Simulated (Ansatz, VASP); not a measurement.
**CdF2 in VASP and in Ansatz**

```
Cd F
1.0
     0.00000    2.69400    2.69400
     2.69400    0.00000    2.69400
     2.69400    2.69400    0.00000
Cd F
1 2
Direct
  0.00000 0.00000 0.00000
  0.25000 0.25000 0.25000
  0.75000 0.75000 0.75000
```

Alike in both runs: task single point; functional LDA; k mesh 6 × 6 × 6; no spin polarisation.

|  | VASP | Ansatz |
| --- | --- | --- |
| version | VASP 6.6.1 | Ansatz 0.2.0 |
| potentials or method | VASP PAW LDA potentials, release 64 (Cd, F) | plane waves, PAW |
| plane-wave cutoff (eV) | 520 | 420 |
| occupations | gaussian, width 0.01 eV | fixed |
| valence electrons in the cell | 26 | 34 |

Ansatz gave:

| Property | Result |
| --- | --- |
| gap on the k mesh at the Fermi level (eV) | 2.83 |

Estimate VASP's values.

gap on the k mesh at the Fermi level (eV): 2.82.

LDA's correlation is that of Perdew and Zunger in VASP and of Perdew and Wang (1992) in Ansatz. VASP's potentials hold 26 valence electrons a cell and Ansatz's 34, so a difference there can come from the potentials and not from the codes.
